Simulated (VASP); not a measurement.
A run of VASP 6.6.1 is set up as follows.

The input INCAR:

```
SYSTEM = W
PREC = Accurate
ENCUT = 520
EDIFF = 1E-7
ISMEAR = 0
SIGMA = 0.15
LREAL = .FALSE.
LASPH = .TRUE.
NELM = 80
ALGO = Fast
ISIF = 2
LWAVE = .FALSE.
LCHARG = .FALSE.
GGA = PE
NBANDS = 13
```

The input KPOINTS:

```
regular mesh
0
G
  20 20 20
  0 0 0
```

POSCAR

```
W
1.0
   -1.7250840000      1.7250840000      1.4695160000
    1.7250840000     -1.7250840000      1.4695160000
    1.7250840000      1.7250840000     -1.4695160000
W
1
Direct
    0.0000000000      0.0000000000      0.0000000000
```

Potentials or basis: VASP PAW PBE potentials, release 64 (W_sv).

Run with:

```console
$ cat potpaw_PBE.64/W_sv/POTCAR > POTCAR
$ mpirun -np 1 vasp_std > vasp.out
```

Problem. Predict the band gap on the k mesh.

Solution. Zero (band 7 reaches 14.49 eV, above the bottom of band 8 at 8.80 eV).

Problem. What does it give for the pressure?

Solution. -16.8 GPa.

Stress tensor (GPa, compression positive):
```
-27.71   0.00   0.00
  0.00 -27.71   0.00
  0.00   0.00   5.13
```

Caveat: the cell differs from its parent crystal (strain +0.080 along x and y, -0.080 along z); spin-orbit coupling is left out, which moves the levels of the heavy elements.
